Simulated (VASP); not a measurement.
# Li16B (a cell with a defect) in VASP: single point with PBE

Aim: the single point of Li16B (a cell with a defect) with PBE.

Everything below comes from runs of VASP 6.6.1. Logs are shortened: lines on timing, memory, paths and dates and some standing lists are left out, and cuts for length are marked.

## (1) The cell of the first run

The cell holds a defect, 17 atoms: a = 6.980 Å, b = 6.980 Å, c = 6.980 Å, α = 90.00°, β = 90.00°, γ = 90.00°.

## (2) Single point, PBE

Input file INCAR:

```
SYSTEM = Li16B
PREC     = Accurate       ! precision mode
ENCUT    = 520            ! plane-wave cutoff, eV
EDIFF    = 1E-7           ! SCF threshold, eV
ISMEAR   = 0              ! smearing method
SIGMA    = 0.05           ! smearing width, eV
LREAL    = Auto         
LASPH    = .TRUE.         ! aspherical terms in the spheres
NELM     = 80             ! most SCF steps
ALGO     = Normal         ! electronic algorithm
ISIF     = 2              ! what is computed and relaxed
LWAVE    = .FALSE.        ! write WAVECAR
LCHARG   = .TRUE.         ! write CHGCAR
GGA      = PE             ! functional
LELF     = .TRUE.         ! ELF
LVHAR    = .TRUE.       
NBANDS   = 40             ! bands
```

Input file KPOINTS:

```
regular mesh
0
G
  4 4 4
  0 0 0
```

Input file POSCAR:

```
Li16B
1.0
    6.9800000000      0.0000000000      0.0000000000
    0.0000000000      6.9800000000      0.0000000000
    0.0000000000      0.0000000000      6.9800000000
Li B
16 1
Direct
   -0.0120952722      0.0236820917     -0.0240647564
    0.5174656160      0.0249373926     -0.0249080229
   -0.0040858166      0.5199982808      0.0379134670
    0.0032146132     -0.0377250716      0.4803991404
    0.2393160458      0.2032419771      0.2469524355
    0.5052606017      0.4636835244      0.0024699140
    0.4954025788     -0.0019332378      0.5366070201
    0.7605257880      0.2125057307      0.2622475645
    0.0104167622      0.5573034384      0.4426247851
    0.2999545845      0.7638716332      0.2316222063
    0.2207223496      0.2671504298      0.7370780802
    0.4865863897      0.4934207736      0.5061691977
    0.7038573066      0.7540123209      0.2517832378
    0.7796285100      0.2755507163      0.7212041547
    0.2383540115      0.7496494269      0.8009154728
    0.7592419771      0.7405835244      0.7818369628
    0.0006717765      0.8057626074      0.1945898281
```

Potentials or basis: VASP PAW PBE potentials, release 64 (Li_sv, B).

The run is started by

```
$ cat potpaw_PBE.64/Li_sv/POTCAR potpaw_PBE.64/B/POTCAR > POTCAR
$ mpirun -np 1 vasp_std > vasp.out
```

OUTCAR:

```text
SYSTEM = Li16B
   PREC = Accurate
   ENCUT = 520
   EDIFF = 1E-7
   ISMEAR = 0
   LREAL = Auto
   LASPH = .TRUE.
   NELM = 80
   ISIF = 2
   GGA = PE

 ion  position               nearest neighbor table
   1  0.988  0.024  0.976-  17 2.16
   2  0.517  0.025  0.975-
   3  0.996  0.520  0.038-  17 2.28
   4  0.003  0.962  0.480-  17 2.27
   5  0.239  0.203  0.247-
   6  0.505  0.464  0.002-
   7  0.495  0.998  0.537-
   8  0.761  0.213  0.262-
   9  0.010  0.557  0.443-
  10  0.300  0.764  0.232-  17 2.13
  11  0.221  0.267  0.737-
  12  0.487  0.493  0.506-
  13  0.704  0.754  0.252-  17 2.14
  14  0.780  0.276  0.721-
  15  0.238  0.750  0.801-
  16  0.759  0.741  0.782-
  17  0.001  0.806  0.195-  10 2.13  13 2.14   1 2.16   4 2.27   3 2.28

  LATTYP: Found a simple cubic cell.
 ALAT       =     6.9800000000

  Lattice vectors:

 A1 = (   6.9800000000,   0.0000000000,   0.0000000000)
 A2 = (   0.0000000000,   6.9800000000,   0.0000000000)
 A3 = (   0.0000000000,   0.0000000000,   6.9800000000)

Analysis of symmetry for initial positions (statically):
=====================================================================
 Subroutine PRICEL returns:
 Original cell was already a primitive cell.

 Routine SETGRP: Setting up the symmetry group for a
 simple cubic supercell.

 Subroutine GETGRP returns: Found  1 space group operations
 (whereof  1 operations were pure point group operations)
 out of a pool of 48 trial point group operations.

The static configuration has the point symmetry C_1 .

Analysis of symmetry for dynamics (positions and initial velocities):
=====================================================================
 Subroutine PRICEL returns:
 Original cell was already a primitive cell.

 Routine SETGRP: Setting up the symmetry group for a
 simple cubic supercell.

 Subroutine GETGRP returns: Found  1 space group operations
 (whereof  1 operations were pure point group operations)
 out of a pool of 48 trial point group operations.

The dynamic configuration has the point symmetry C_1 .

 Subroutine INISYM returns: Found  1 space group operations
 (whereof  1 operations are pure point group operations),
 and found     1 'primitive' translations

----------------------------------------------------------------------------------------

                                     Primitive cell

  volume of cell :     340.0684

  direct lattice vectors                    reciprocal lattice vectors
     6.980000000  0.000000000  0.000000000     0.143266476  0.000000000  0.000000000
     0.000000000  6.980000000  0.000000000     0.000000000  0.143266476  0.000000000
     0.000000000  0.000000000  6.980000000     0.000000000  0.000000000  0.143266476

  length of vectors
     6.980000000  6.980000000  6.980000000     0.143266476  0.143266476  0.143266476

  position of ions in fractional coordinates (direct lattice)
     0.987904728  0.023682092  0.975935244
     0.517465616  0.024937393  0.975091977
     0.995914183  0.519998281  0.037913467
     0.003214613  0.962274928  0.480399140
     0.239316046  0.203241977  0.246952435
     0.505260602  0.463683524  0.002469914
[... 9 lines left out ...]
     0.759241977  0.740583524  0.781836963
     0.000671776  0.805762607  0.194589828

  ion indices of the primitive-cell ions
   primitive index   ion index
                 1           1
                 2           2
                 3           3
                 4           4
                 5           5
                 6           6
[... 9 lines left out ...]
                16          16
                17          17

----------------------------------------------------------------------------------------

 KPOINTS: regular mesh

Automatic generation of k-mesh.
 Grid dimensions read from file:
 generate k-points for:    4    4    4

 Generating k-lattice:

  Cartesian coordinates                     Fractional coordinates (reciprocal lattice)
     0.035816619  0.000000000  0.000000000     0.250000000  0.000000000  0.000000000
     0.000000000  0.035816619  0.000000000     0.000000000  0.250000000  0.000000000
     0.000000000  0.000000000  0.035816619     0.000000000  0.000000000  0.250000000

  Length of vectors
     0.035816619  0.035816619  0.035816619

  Shift w.r.t. Gamma in fractional coordinates (k-lattice)
     0.000000000  0.000000000  0.000000000

 Subroutine IBZKPT returns following result:
 ===========================================

 Found     36 irreducible k-points:

 Following reciprocal coordinates:
            Coordinates               Weight
  0.000000  0.000000  0.000000      1.000000
  0.250000  0.000000  0.000000      2.000000
  0.000000  0.250000  0.000000      2.000000
  0.000000  0.000000  0.250000      2.000000
  0.500000  0.000000  0.000000      1.000000
  0.000000  0.500000  0.000000      1.000000
[... 16 lines left out ...]
  0.250000  0.250000  0.250000      2.000000
 -0.250000  0.250000  0.250000      2.000000
 [... further k-points ...]
   k-points           NKPTS =     36   k-points in BZ     NKDIM =     36   number of bands    NBANDS=     40
   number of dos      NEDOS =    301   number of ions     NIONS =     17
   total plane-waves  NPLWV = 157464
   dimension x,y,z NGX =    54 NGY =   54 NGZ =   54
   dimension x,y,z NGXF=   108 NGYF=  108 NGZF=  108
   ions per type =              16   1
   NGX,Y,Z   is equivalent  to a cutoff of  12.86, 12.86, 12.86 a.u.
   NGXF,Y,Z  is equivalent  to a cutoff of  25.72, 25.72, 25.72 a.u.
 SYSTEM =  Li16B
   PREC   = accura    normal or accurate (medium, high low for compatibility)
   ISTART =      0    job   : 0-new  1-cont  2-samecut
   ICHARG =      2    charge: 1-file 2-atom 10-const
   ISPIN  =      1    spin polarized calculation?
   LNONCOLLINEAR =      F non collinear calculations
   LSORBIT =      F    spin-orbit coupling
   LASPH  =      T    aspherical Exc in radial PAW
   ENCUT  =  520.0 eV  38.22 Ry    6.18 a.u.  12.98 12.98 12.98*2*pi/ulx,y,z
   NELM   =     80;   NELMIN=  2; NELMDL= -5     # of ELM steps
   EDIFF  = 0.1E-06   stopping-criterion for ELM
   LREAL  =      T    real-space projection
   EDIFFG = 0.1E-05   stopping-criterion for IOM
   NSW    =      0    number of steps for IOM
   IBRION =     -1    ionic relax: 0-MD 1-quasi-New 2-CG
   NFREE  =      0    steps in history (QN), initial steepest desc. (CG)
   ISIF   =      2    stress and relaxation
   ISYM   =      2    0-nonsym 1-usesym 2-fastsym
   POTIM  = 0.5000    time-step for ionic-motion
   TEBEG  =    0.0;   TEEND  =   0.0 temperature during run
   PSTRESS=    0.0 pullay stress
   NELECT =      51.0000    total number of electrons
   NUPDOWN=      -1.0000    fix difference up-down
   EMIN   =  10.00;   EMAX   =-10.00  energy-range for DOS
   EFERMI =   0.00;   METHOD = LEGACY
   ISMEAR =     0;   SIGMA  =   0.05  broadening in eV -4-tet -1-fermi 0-gaus
   EFERMI_NEDOS =   21; number of points for ismear=-14 and -15
   IALGO  =     38    algorithm
   IMIX   =      4    mixing-type and parameters
     AMIX     =   0.40;   BMIX     =  1.00
     AMIX_MAG =   1.60;   BMIX_MAG =  1.00
  volume/ion in A,a.u.               =      20.00       134.99
  Fermi-wavevector in a.u.,A,eV,Ry     =   0.869780  1.643646 10.293044  0.756517
  Thomas-Fermi vector in A             =   1.988651
   LORBIT       =      0    0 simple, 1 ext, 2 COOP (PROOUT), +10 PAW based schemes
   GGA     = PE    functional components
   LHFCALC =     F    Hartree Fock is set to
   AEXX    =    0.0000 exact exchange contribution
   IVDW    =     0    specifies the selected vdW correction
   LEPSILON=     F    determine dielectric tensor
   LRPA    =     F    only Hartree local field effects (RPA)
 non-spin polarized calculation
 Gauss-broadening in eV      SIGMA  =   0.05
  energy-cutoff  :      520.00
  volume of cell :      340.07
 maximum number of plane-waves:      9183
 NGX is ok and might be reduce to    54
   NGX = 25   NGY = 25   NGZ = 25

 number of electron      50.9999996 magnetization

 Free energy of the ion-electron system (eV)
  ---------------------------------------------------
  ext. energy  EPLUGINS =         0.00000000
  ---------------------------------------------------
  free energy    TOTEN  =       -35.21066489 eV

  energy without entropy =      -35.20218209  energy(sigma->0) =      -35.20642349

 E-fermi :   0.5679     XC(G=0):  -7.0774

 val. band max:        0.5556493755   @ k =   0.2500   0.2500   0.2500
 cond. band min:       0.5810628484   @ k =   0.5000   0.5000   0.0000
 fundamental gap:      0.0254134729
 Fermi energy:         0.5679304642

 k-point     1 :       0.0000    0.0000    0.0000
  band No.  band energies     occupation
      1     -46.1678      2.00000
      2     -46.1569      2.00000
      3     -46.1524      2.00000
      4     -46.1411      2.00000
      5     -46.1326      2.00000
      6     -46.1225      2.00000
[... 29 lines left out ...]
     36       3.7126      0.00000
     37       3.7911      0.00000

 k-point     2 :       0.2500    0.0000    0.0000
  band No.  band energies     occupation
      1     -46.1678      2.00000
      2     -46.1568      2.00000
      3     -46.1524      2.00000
      4     -46.1412      2.00000
      5     -46.1327      2.00000
      6     -46.1225      2.00000
[... 29 lines left out ...]
     36       3.7010      0.00000
     37       3.8581      0.00000

 k-point     3 :       0.0000    0.2500    0.0000
  band No.  band energies     occupation
      1     -46.1678      2.00000
      2     -46.1569      2.00000
      3     -46.1524      2.00000
      4     -46.1411      2.00000
      5     -46.1326      2.00000
      6     -46.1225      2.00000
[... 29 lines left out ...]
     36       3.7960      0.00000
     37       3.8273      0.00000
[... 761 lines left out ...]
 k-point    23 :       0.2500    0.2500    0.2500
  band No.  band energies     occupation
      1     -46.1678      2.00000
      2     -46.1568      2.00000
      3     -46.1524      2.00000
      4     -46.1412      2.00000
      5     -46.1327      2.00000
      6     -46.1226      2.00000
[... 29 lines left out ...]
     36       3.5756      0.00000
     37       4.3481      0.00000

 k-point    24 :      -0.2500    0.2500    0.2500
  band No.  band energies     occupation
      1     -46.1678      2.00000
      2     -46.1568      2.00000
      3     -46.1524      2.00000
      4     -46.1412      2.00000
      5     -46.1327      2.00000
      6     -46.1226      2.00000
[... 29 lines left out ...]
     36       3.5784      0.00000
     37       4.3710      0.00000

 [... further k-points ...]

 [bands above 37 left out]

------------------------ aborting loop because EDIFF is reached ----------------------------------------

  FORCE on cell =-STRESS in cart. coord.  units (eV):
  Direction    XX          YY          ZZ          XY          YZ          ZX
  --------------------------------------------------------------------------------------
  -------------------------------------------------------------------------------------
  Total       -0.3421541     -2.3297181     -2.2493762      0.0738864     -0.7861029     -0.1250174
  in kB       -1.6120037    -10.9760909    -10.5975727      0.3481040     -3.7035968     -0.5889993
  external PRESSURE =      -7.7285558 kB  Pullay stress =       0.0000000 kB

 VOLUME and BASIS-vectors are now :
 -----------------------------------------------------------------------------
  energy-cutoff  :      520.00
  volume of cell :      340.07
      direct lattice vectors                 reciprocal lattice vectors
     6.980000000  0.000000000  0.000000000     0.143266476  0.000000000  0.000000000
     0.000000000  6.980000000  0.000000000     0.000000000  0.143266476  0.000000000
     0.000000000  0.000000000  6.980000000     0.000000000  0.000000000  0.143266476

 POSITION                                       TOTAL-FORCE (eV/Angst)
 -----------------------------------------------------------------------------------
      6.89558      0.16530      6.81203        -0.001246      0.022370     -0.026788
      3.61191      0.17406      6.80614         0.000692     -0.006192      0.003655
      6.95148      3.62959      0.26464         0.002478     -0.011027     -0.003223
      0.02244      6.71668      3.35319        -0.003032      0.005205      0.013861
      1.67043      1.41863      1.72373        -0.023983     -0.045625     -0.004229
      3.52672      3.23651      0.01724        -0.006630     -0.012131      0.004978
[... 9 lines left out ...]
      5.29951      5.16927      5.45722         0.014391      0.001955      0.038117
      0.00469      5.62422      1.35824        -0.010131      0.047081     -0.043727
 -----------------------------------------------------------------------------------
    total drift:                               -0.008287     -0.001462      0.000701

  FREE ENERGIE OF THE ION-ELECTRON SYSTEM (eV)
  ---------------------------------------------------
  free  energy   TOTEN  =       -35.2106648929 eV

  energy  without entropy=      -35.2021820867  energy(sigma->0) =      -35.20642349
```

It took 7.8 min on 1 thread of Intel Xeon 6975P-C (Granite Rapids), shared host; peak memory 0.54 GiB.

What came out:

| Item | Value |
| --- | --- |
| Free energy | -35.2107 eV |
| Largest force | 0.065 eV/Å |
| Band gap on the k mesh | zero (an odd number of electrons rules out a gap without spin polarisation) |

Forces on the atoms (eV/Å):
```
Li  -0.001  0.022 -0.027
Li   0.001 -0.006  0.004
Li   0.002 -0.011 -0.003
Li  -0.003  0.005  0.014
Li  -0.024 -0.046 -0.004
Li  -0.007 -0.012  0.005
Li   0.001 -0.001  0.013
Li   0.017 -0.041 -0.002
Li   0.003  0.015 -0.017
Li   0.023 -0.015  0.015
Li  -0.005  0.016 -0.014
Li   0.005  0.003 -0.004
Li   0.005  0.000 -0.003
Li   0.000  0.015 -0.009
Li  -0.022  0.007  0.038
Li   0.014  0.002  0.038
B   -0.010  0.047 -0.044
```

Levels at points of the mesh, in eV from the Fermi level:
| k point | band 24 | band 25 | band 26 | band 27 | band 28 | band 29 |
| --- | --- | --- | --- | --- | --- | --- |
| (0.00, 0.00, 0.00) | -0.32 | -0.26 | -0.09 | 0.25 | 0.33 | 0.42 |
| (0.50, 0.00, 0.00) | -0.59 | -0.56 | -0.51 | 0.22 | 0.30 | 0.34 |
| (0.00, 0.50, 0.00) | -0.57 | -0.52 | -0.51 | 0.41 | 0.57 | 0.88 |
| (0.00, 0.00, 0.50) | -0.57 | -0.52 | -0.51 | 0.41 | 0.57 | 0.88 |
| (0.50, 0.50, 0.00) | -0.34 | -0.12 | -0.05 | 0.01 | 0.17 | 0.43 |
| (0.00, 0.50, 0.50) | -0.42 | -0.15 | 0.04 | 0.11 | 0.24 | 0.60 |
| (0.50, 0.00, 0.50) | -0.34 | -0.12 | -0.06 | 0.02 | 0.17 | 0.43 |
| (0.50, 0.50, 0.50) | -1.66 | 0.25 | 0.39 | 0.51 | 1.24 | 2.23 |

Caveat: the cutoff is under 1.25 times the usual one of these potentials, so pressure, stress and relaxed cells hold a basis-set (Pulay) error.

The gap in the log of VASP goes by the Fermi energy; the results here count the filled bands.